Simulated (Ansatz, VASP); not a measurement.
# PtS2 in VASP and in Ansatz

```
Pt S
1.0
     3.57798    0.00000    0.00000
    -1.78899    3.09862    0.00000
     0.00000    0.00000    4.75777
Pt S
1 2
Direct
  0.00000 0.00000 0.00000
  0.33333 0.66667 0.25461
  0.66667 0.33333 0.74539
```

Alike in both runs: task relaxation of cell and atoms; functional PBE; dispersion D3(BJ); k mesh 12 × 12 × 8; occupations gaussian, width 0.01 eV; no spin polarisation.

|  | VASP | Ansatz |
| --- | --- | --- |
| version | VASP 6.6.1 | Ansatz 0.2.0 |
| potentials or method | VASP PAW PBE potentials, release 64 (Pt, S), cutoff 600 eV | scalar-relativistic, plane waves, PAW |
| valence electrons in the cell | 22 | 30 |

|  | VASP | Ansatz | Ansatz less VASP |
| --- | --- | --- | --- |
| gap on the k mesh at the Fermi level, each at its own relaxed structure (eV) | 0.10 | 0.06 | -0.040 |
| relaxed volume (Å³/atom) | 17.29 | 17.29 | -0.001 |
| relaxed cell length with the largest relative difference (Å) | 4.676 | 4.664 | -0.0116 |

VASP's potentials hold 22 valence electrons a cell and Ansatz's 30, so a difference there can come from the potentials and not from the codes.

Spin-orbit coupling is off throughout.
